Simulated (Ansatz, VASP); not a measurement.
**Two plane-wave programs on KCl**

```
CELL_PARAMETERS angstrom
0.00000 3.14485 3.15648
3.14485 0.00000 3.15648
3.14485 3.14485 0.00000
ATOMIC_POSITIONS crystal
K 0.00000 0.00000 0.00000
Cl 0.50000 0.50000 0.50000
```

Change from the starting cell: uniaxial_z strain +0.4%.

Alike in both runs: task single point; functional PBE; k mesh 8 × 8 × 8; occupations fermi-dirac, width 0.02 eV; no spin polarisation.

|  | VASP | Ansatz |
| --- | --- | --- |
| version | VASP 6.6.1 | Ansatz 0.2.0 |
| potentials or method | VASP PAW PBE potentials, release 64 (K_sv, Cl) | plane waves, PAW |
| plane-wave cutoff (eV) | 520 | 420 |
| valence electrons in the cell | 16 | 16 |

```csv
,VASP,Ansatz,Ansatz less VASP
gap on the k mesh at the Fermi level (eV),5.18,5.18,+0.002
pressure (GPa),0.7,0.7,-0.03
"traceless stress, the component that is largest in VASP (GPa)",-0.09,-0.09,+0.002
```

The functional is the same, so the differences come from potentials, cutoffs and numerics.
